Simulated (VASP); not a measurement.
Runs of VASP 6.6.1 on NiI3. The structure is that of space group Pm-3m (No. 221), or close to it. The cells are those of the table. 

```tsv
spin	cell	gap on the mesh (eV)	pressure (GPa)	moment (μB)
collinear	a = 5.263 Å, 4 atoms	none	(a)	(c)
collinear, ferromagnetic start	a = 5.544 Å, 4 atoms	none	(b)	0.73
collinear, ferromagnetic start	a = 5.353 Å, 4 atoms	none	-2.1	0.36
collinear	a = 5.297 Å, 4 atoms	none	-1.4	0.03
```

Alike in all rows: task single point; level PBEsol; potentials or basis VASP PAW PBE potentials, release 64 (Ni, I); k mesh 6 × 6 × 6; cutoff (eV) 520; smearing gaussian 0.05 eV.

Q: Estimate the missing entries.

A: (a) -0.7; (b) -4.1; (c) 0.01.

Caveats: the PAW data sets were made with another functional, which shifts forces and pressure a little; spin-orbit coupling is left out, which moves the levels of the heavy elements; semilocal functionals often make such compounds metallic where correlation or magnetic order opens a gap, which also shifts bond lengths; the cell stands under tension (at least some runs).

A k mesh can miss the band edges, and the runs leave out spin-orbit coupling on I.

A gap of «none» marks levels without a gap at the run's occupations.
